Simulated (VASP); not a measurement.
Write the native input for VASP 6.6.1 that does the following.

```
Task                   : single point
Functional             : PBE
Dispersion             : D3(BJ)
Potentials or basis    : VASP PAW PBE potentials, release 64 (Mg, B)
Cutoff                 : 600 eV
k mesh                 : 6 × 6 × 6
Occupations            : gaussian, width 0.1 eV
Spin                   : no spin polarisation
Dipole correction      : no
Further INCAR settings : ALGO = Normal; EDIFF = 1e-06; NBANDS = 11
```

The structure of MgB2 (d3) lies in POSCAR:

```
MgB2
1.0
    3.0627620600      0.0000000000      0.0000000000
   -1.5313810300      2.6524297500      0.0000000000
    0.0000000000      0.0000000000      3.5208704800
Mg B
1 2
Direct
    0.0000000000      0.0000000000      0.0000000000
    0.6666666700      0.3333333300      0.5000000000
    0.3333333300      0.6666666700      0.5000000000
```

These files were run (other wordings do the same):

INCAR

```
SYSTEM = MgB2
ALGO = Normal
EDIFF = 1E-6
ENCUT = 600
GGA = PE
GGA_COMPAT = .FALSE.
ISIF = 2
ISMEAR = 0
IVDW = 12
LASPH = .TRUE.
LCHARG = .TRUE.
LELF = .TRUE.
LREAL = .FALSE.
LVHAR = .TRUE.
LWAVE = .FALSE.
NBANDS = 11
NELM = 120
PREC = Accurate
SIGMA = 0.1
```

KPOINTS

```
k-points
0
G
  6 6 6
  0 0 0
```

Potentials or basis: VASP PAW PBE potentials, release 64 (Mg, B).

The run is started by

```bash
$ cat potpaw_PBE.64/Mg/POTCAR potpaw_PBE.64/B/POTCAR > POTCAR
$ mpirun -np 1 vasp_std > vasp.out
```

It gave:

| Item | Value |
| --- | --- |
| Pressure | -3.5 GPa |
| Band gap on the k mesh | zero (band 4 reaches 7.16 eV, above the bottom of band 5 at 3.34 eV) |
| Dispersion energy per atom | -0.287 eV |

Caveat: the k points lie up to 0.39 Å⁻¹ apart; pairwise dispersion overbinds metals, which lowers pressure and volume.

Wall time 6.3 s on 1 thread of Intel Xeon 6975P-C (shared host), peak memory 0.16 GiB.
